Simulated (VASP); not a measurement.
# CaO (Fm-3m) in VASP: elastic constants with PBEsol

Aim: the elastic constants of CaO with PBEsol.

Program: VASP 6.6.1. These are calculated values, not measurements. Logs are shortened: lines on timing, memory, paths and dates and some standing lists are left out, and cuts for length are marked.

### 1 The cell of the first run

Symmetry: Fm-3m, No. 225, cubic system. Conventional cell: a = 4.495 Å, b = 4.495 Å, c = 4.495 Å, α = 90.00°, β = 90.00°, γ = 90.00°. Within 3.0 Å of Ca (site symmetry m-3m) lie 6 O at 2.25 Å. Within 3.0 Å of O (site symmetry m-3m) lie 6 Ca at 2.25 Å.

### 2 Elastic constants, PBEsol

INCAR reads:

```
PREC = Accurate
ENCUT = 600
EDIFF = 1E-8
ISMEAR = 0
SIGMA = 0.01
LREAL = F
LASPH = T
NELM = 80
ALGO = Normal
ISIF = 3
LWAVE = F
LCHARG = F
GGA = PS
IBRION = 6
NFREE = 2
POTIM = 0.015
NSW = 1
```

KPOINTS reads:

```
regular mesh
0
Gamma
  8 8 8
```

POSCAR reads:

```
CaO
1.0
    0.0000000000      2.2474615879      2.2474615879
    2.2474615879      0.0000000000      2.2474615879
    2.2474615879      2.2474615879      0.0000000000
Ca O
1 1
Direct
    0.0000000000      0.0000000000      0.0000000000
    0.5000000000      0.5000000000      0.5000000000
```

Potentials or basis: VASP PAW PBE potentials, release 64 (Ca_sv, O).

Started as:

```
$ cat potpaw_PBE.64/Ca_sv/POTCAR potpaw_PBE.64/O/POTCAR > POTCAR
$ mpirun -np 1 vasp_std > vasp.out
```

OUTCAR:

```text
PREC = Accurate
   ENCUT = 600
   EDIFF = 1E-8
   ISMEAR = 0
   LREAL = F
   LASPH = T
   NELM = 80
   ISIF = 3
   GGA = PS
   IBRION = 6
   NFREE = 2
   POTIM = 0.015
   NSW = 1

 ion  position               nearest neighbor table
   1  0.000  0.000  0.000-   2 2.25   2 2.25   2 2.25   2 2.25   2 2.25   2 2.25
   2  0.500  0.500  0.500-   1 2.25   1 2.25   1 2.25   1 2.25   1 2.25   1 2.25

  LATTYP: Found a face centered cubic cell.
 ALAT       =     4.4949231758

  Lattice vectors:

 A1 = (   0.0000000000,   2.2474615879,   2.2474615879)
 A2 = (   2.2474615879,   0.0000000000,   2.2474615879)
 A3 = (   2.2474615879,   2.2474615879,   0.0000000000)

Analysis of symmetry for initial positions (statically):
=====================================================================
 Subroutine PRICEL returns:
 Original cell was already a primitive cell.

 Routine SETGRP: Setting up the symmetry group for a
 face centered cubic supercell.

 Subroutine GETGRP returns: Found 48 space group operations
 (whereof 48 operations were pure point group operations)
 out of a pool of 48 trial point group operations.

The static configuration has the point symmetry O_h .

Analysis of symmetry for dynamics (positions and initial velocities):
=====================================================================
 Subroutine PRICEL returns:
 Original cell was already a primitive cell.

 Routine SETGRP: Setting up the symmetry group for a
 face centered cubic supercell.

 Subroutine GETGRP returns: Found 48 space group operations
 (whereof 48 operations were pure point group operations)
 out of a pool of 48 trial point group operations.

The dynamic configuration has the point symmetry O_h .

 Subroutine INISYM returns: Found 48 space group operations
 (whereof 48 operations are pure point group operations),
 and found     1 'primitive' translations

[... 692 lines left out ...]
      3     -14.2967      2.00000
      4     -14.0658      2.00000
      5     -10.6065      2.00000
      6       1.0531      2.00000
      7       2.0896      2.00000
      8       2.1418      2.00000
      9      10.9395      0.00000
     10      11.0133      0.00000
     11      13.4423      0.00000
     12      14.0487      0.00000

 [... further k-points ...]

------------------------ aborting loop because EDIFF is reached ----------------------------------------

  FORCE on cell =-STRESS in cart. coord.  units (eV):
  Direction    XX          YY          ZZ          XY          YZ          ZX
  --------------------------------------------------------------------------------------
  -------------------------------------------------------------------------------------
  Total        4.4440778      4.4321225      4.4321225     -0.0000000      0.0000000      0.0000000
  in kB      313.6067549    312.7630972    312.7630972     -0.0000000      0.0000000      0.0000000
  external PRESSURE =     313.0443164 kB  Pullay stress =       0.0000000 kB
[... 17 lines left out ...]
  FREE ENERGIE OF THE ION-ELECTRON SYSTEM (eV)
  ---------------------------------------------------
  free  energy   TOTEN  =       -13.0306825170 eV

  energy  without entropy=      -13.0306825170  energy(sigma->0) =      -13.03068252

 INTERNAL STRAIN TENSORS FROM STRAINED CELLS
 ============================================

 INTERNAL STRAIN TENSOR FOR ION    1 for displacements in x,y,z  (eV/Angst):
          X           Y           Z          XY          YZ          ZX
  --------------------------------------------------------------------------------
  x    -0.00000     0.00000     0.00000     0.00000    -0.00000    -0.00000
  y    -0.00000    -0.00000    -0.00000     0.00000    -0.00000    -0.00000
  z    -0.00000    -0.00000    -0.00000     0.00000    -0.00000    -0.00000

 INTERNAL STRAIN TENSORS FROM DISPLACED ATOMS
 ============================================

 INTERNAL STRAIN TENSOR FOR ION    1 for displacements in x,y,z  (eV/Angst):
          X           Y           Z          XY          YZ          ZX
  --------------------------------------------------------------------------------
  x     0.00000     0.00000     0.00000     0.00000     0.00000     0.00000
  y     0.00000     0.00000     0.00000     0.00000     0.00000     0.00000
  z     0.00000     0.00000     0.00000     0.00000     0.00000     0.00000

 INTERNAL STRAIN TENSOR FOR ION    2 for displacements in x,y,z  (eV/Angst):
          X           Y           Z          XY          YZ          ZX
  --------------------------------------------------------------------------------
  x     0.00000     0.00000     0.00000     0.00000     0.00000     0.00000
  y     0.00000     0.00000     0.00000     0.00000     0.00000     0.00000
  z     0.00000     0.00000     0.00000     0.00000     0.00000     0.00000

 Eigenvectors and eigenvalues of the dynamical matrix
 ----------------------------------------------------

   1 f  =   12.196680 THz    76.633998 2PiTHz  406.837437 cm-1    50.441391 meV
             X         Y         Z           dx          dy          dz
      0.000000  0.000000  0.000000     0.000000    0.534200    0.000000
      2.247462  2.247462  2.247462    -0.000000   -0.845358    0.000000
[... 21 lines left out ...]
   6 f/i=    0.000708 THz     0.004450 2PiTHz    0.023626 cm-1     0.002929 meV
             X         Y         Z           dx          dy          dz
      0.000000  0.000000  0.000000    -0.845320   -0.008055    0.000000
      2.247462  2.247462  2.247462    -0.534175   -0.005090    0.000000

--------------------------------------------------------------------------------------------------------

 ELASTIC MODULI CONTR FROM IONIC RELAXATION (kBar)
 Direction    XX          YY          ZZ          XY          YZ          ZX
 --------------------------------------------------------------------------------
 XX           0.0000      0.0000      0.0000      0.0000      0.0000      0.0000
 YY           0.0000      0.0000      0.0000      0.0000      0.0000      0.0000
 ZZ           0.0000      0.0000      0.0000      0.0000      0.0000      0.0000
 XY           0.0000      0.0000      0.0000      0.0000      0.0000      0.0000
 YZ           0.0000      0.0000      0.0000      0.0000      0.0000      0.0000
 ZX           0.0000      0.0000      0.0000      0.0000      0.0000      0.0000
 --------------------------------------------------------------------------------

 TOTAL ELASTIC MODULI (kBar)
 Direction    XX          YY          ZZ          XY          YZ          ZX
 --------------------------------------------------------------------------------
 XX        4857.2369    720.2381    720.2381     -0.0000     -0.0000      0.0000
 YY         720.2381   4857.2369    720.2381      0.0000     -0.0000      0.0000
 ZZ         720.2381    720.2381   4857.2369     -0.0000      0.0000      0.0000
 XY          -0.0000      0.0000     -0.0000    724.4241     -0.0000     -0.0000
 YZ          -0.0000     -0.0000      0.0000     -0.0000    724.4241      0.0000
 ZX           0.0000      0.0000      0.0000     -0.0000      0.0000    724.4241
 --------------------------------------------------------------------------------
```

OSZICAR:

```text
N       E                     dE             d eps       ncg     rms          rms(c)
DAV:   1     0.144922258006E+03    0.14492E+03   -0.96977E+03   696   0.156E+03
DAV:   2    -0.820476548651E+01   -0.15313E+03   -0.14609E+03   824   0.372E+02
DAV:   3    -0.144630628078E+02   -0.62583E+01   -0.62148E+01   856   0.789E+01
[... 201 lines left out ...]
DAV:   4    -0.130306845771E+02    0.10232E-04   -0.29883E-04  1720   0.176E-01    0.249E-02
DAV:   5    -0.130306832748E+02    0.13023E-05   -0.16705E-05  1668   0.423E-02    0.164E-02
DAV:   6    -0.130306824855E+02    0.78926E-06   -0.50671E-06  1716   0.275E-02    0.178E-03
DAV:   7    -0.130306825083E+02   -0.22780E-07   -0.80318E-07  1732   0.905E-03    0.114E-03
DAV:   8    -0.130306825170E+02   -0.87064E-08   -0.41448E-08  1652   0.249E-03
  17 F= -.13030683E+02 E0= -.13030683E+02  d E =-.114173E-79
```

stdout:

```text
POSCAR found type information on POSCAR CaO
 POSCAR found :  2 types and       2 ions
 scaLAPACK will be used
 -----------------------------------------------------------------------------
|                                                                             |
|                                                                             |
|     You enforced a specific xc type in the INCAR file but a different       |
|     I HOPE YOU KNOW WHAT YOU ARE DOING!                                     |
[... 32 lines left out ...]
 Finite differences progress:
 bond charge predicted
 Finite differences progress:
 bond charge predicted
 Finite differences progress:
 bond charge predicted
 Finite differences progress:
 bond charge predicted
 Finite differences progress:
 bond charge predicted
 Finite differences progress:
 bond charge predicted
 Finite differences progress:
```

It took 5.3 min on 1 thread of Intel Xeon Platinum 8488C (Sapphire Rapids), shared host; peak memory 0.23 GiB.

What came out:

| Item | Value |
| --- | --- |
| Elastic constants C11, C12, C44 | 486, 72, 72 GPa |
| Voigt bulk modulus | 210 GPa |
| Highest phonon frequency at Γ, LO-TO splitting left out | 407 cm⁻¹ |

Phonon frequencies in cm⁻¹ (negative: imaginary):
```tsv
q point	frequencies
(0.000, 0.000, 0.000)	0 0 0 407 407 407
```

Elastic tensor in Voigt notation (GPa, in the Cartesian axes of the cell as first typed):
```
486  72  72   0   0   0
 72 486  72   0   0   0
 72  72 486   0   0   0
  0   0   0  72   0   0
  0   0   0   0  72   0
  0   0   0   0   0  72
```

Clamped-ion elastic tensor (GPa):
```
486  72  72   0   0   0
 72 486  72   0   0   0
 72  72 486   0   0   0
  0   0   0  72   0   0
  0   0   0   0  72   0
  0   0   0   0   0  72
```

Caveat: the cell is under stress, which shifts elastic constants; the PAW data sets were made with another functional, which shifts forces and pressure a little.
